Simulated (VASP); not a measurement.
A run of VASP 6.6.1 is set up as follows.

File INCAR:

```
SYSTEM = SnTe
PREC = Accurate
ENCUT = 520
EDIFF = 1E-6
ISMEAR = 0
SIGMA = 0.1
LREAL = .False.
LASPH = .True.
NELM = 100
ALGO = Normal
ISIF = 2
LWAVE = .False.
LCHARG = .False.
GGA = PE
NBANDS = 28
```

File KPOINTS:

```
regular mesh
0
Gamma
  10 10 8
  0 0 0
```

File POSCAR:

```
SnTe
1.0
    4.4647380387      0.0000000000      0.0000000000
    0.0000000000      4.4647380387      0.0000000000
    0.0000000000      0.0000000000      6.4171362993
Sn Te
2 2
Direct
    0.0000000000      0.0000000000      0.0000000000
    0.5000000000      0.5000000000      0.5000000000
    0.5000000000      0.5000000000      0.0000000000
    0.0000000000      0.0000000000      0.5000000000
```

Potentials or basis: VASP PAW PBE potentials, release 64 (Sn_d, Te).

The run is started by

```console
$ cat potpaw_PBE.64/Sn_d/POTCAR potpaw_PBE.64/Te/POTCAR > POTCAR
$ mpirun -np 1 vasp_std > vasp.out
```

Q: What does it give for the pressure?

A: 1.2 GPa.

Q: Estimate the band gap on the k mesh.

A: 0.05 eV.

Stress tensor (GPa, compression positive):
```
 1.91  0.00  0.00
 0.00  1.91  0.00
 0.00  0.00 -0.08
```

Caveat: spin-orbit coupling is left out, which moves the levels of the heavy elements. A k mesh can miss the band edges.
